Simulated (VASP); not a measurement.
Pt: single point with LDA

Pt:

```
CELL_PARAMETERS angstrom
-1.60798 1.60798 1.58422
1.60798 -1.60798 1.58422
1.60798 1.60798 -1.58422
ATOMIC_POSITIONS crystal
Pt 0.00000 0.00000 0.00000
```

This cell differs from its parent crystal: strain +0.015 along x and y, +0.000 along z.

* Program: VASP 6.6.1
* Task: single point
* Functional: LDA
* Potentials or basis: VASP PAW LDA potentials, release 64 (Pt)
* Cutoff: 520 eV
* k mesh: 22 × 22 × 22
* Occupations: gaussian, width 0.15 eV
* Spin: no spin polarisation
* Dipole correction: no
* Further INCAR settings: ALGO = Fast; EDIFF = 1e-06; NBANDS = 11

```
Pressure               : -21.0 GPa
Band gap on the k mesh : zero (bands 5 and 6 overlap by 1.98 eV)
```

Stress tensor (GPa, compression positive):
```
-20.52   0.00   0.00
  0.00 -20.52   0.00
  0.00   0.00 -21.91
```

Levels at points of the mesh, in eV from the Fermi level:
```tsv
k point	band 1	band 2	band 3	band 4	band 5	band 6	band 7	band 8	band 9	band 10
(0.00, 0.00, 0.00)	-9.14	-3.38	-3.26	-3.26	-0.98	-0.82	17.00	17.00	17.28	26.55
(0.50, 0.00, 0.00)	-6.23	-4.68	-1.04	-0.57	0.42	1.00	6.04	13.18	15.36	23.88
(0.50, 0.50, 0.00)	-6.25	-4.55	-1.19	-0.64	0.33	0.97	5.91	13.36	15.72	23.52
(0.50, 0.50, 0.50)	-5.70	-5.70	0.48	0.48	0.52	7.42	7.42	7.86	12.21	18.46
```

Wall time 71 s on 1 thread of Intel(R) Xeon(R) Platinum 8488C (Sapphire Rapids) (shared host), peak memory 0.25 GiB.

Caveat: the cell differs from its parent crystal (strain +0.015 along x and y, +0.000 along z); the cell stands under tension; spin-orbit coupling is left out, which moves the levels of the heavy elements.
